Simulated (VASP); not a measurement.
A run of VASP 6.6.1 is set up as follows.

INCAR

```
PREC     = Accurate       # precision mode
ENCUT    = 520            # plane-wave cutoff, eV
EDIFF    = 1E-6           # SCF threshold, eV
ISMEAR   = -1             # smearing method
SIGMA    = 0.03           # smearing width, eV
LREAL    = False          # projectors in reciprocal space
LASPH    = True           # aspherical terms in the spheres
NELM     = 80             # most SCF steps
ALGO     = Normal         # electronic algorithm
ISIF     = 2              # what is computed and relaxed
LWAVE    = False          # write WAVECAR
LCHARG   = False          # write CHGCAR
GGA      = PE             # functional
NBANDS   = 22             # bands
```

The input KPOINTS:

```
Automatic mesh
0
Gamma
  9 9 3
```

The input POSCAR:

```
Bi
1.0
    4.5390002997      0.0000000000      0.0000000000
   -2.2695001499      3.9308895674      0.0000000000
    0.0000000000      0.0000000000     11.9472900000
Bi
2
Direct
    0.3333333333      0.6666666667      0.2500000000
    0.6666666667      0.3333333333      0.7500000000
```

Potentials or basis: VASP PAW PBE potentials, release 64 (Bi_d).

Launch:

```sh
$ cat potpaw_PBE.64/Bi_d/POTCAR > POTCAR
$ mpirun -np 1 vasp_std > vasp.out
```

**Question.** What does it give for the pressure?

**Answer.** -3.3 GPa.

**Question.** What does it give for the band gap on the k mesh?

**Answer.** Zero (bands 15 and 16 overlap by 2.13 eV).

Stress tensor (GPa, compression positive):
```
-4.73  0.00  0.00
 0.00 -4.73  0.00
 0.00  0.00 -0.31
```

Caveat: the cell differs from its parent crystal (zz strain of +1 %); the cell stands under tension; spin-orbit coupling is left out, which moves the levels of the heavy elements.
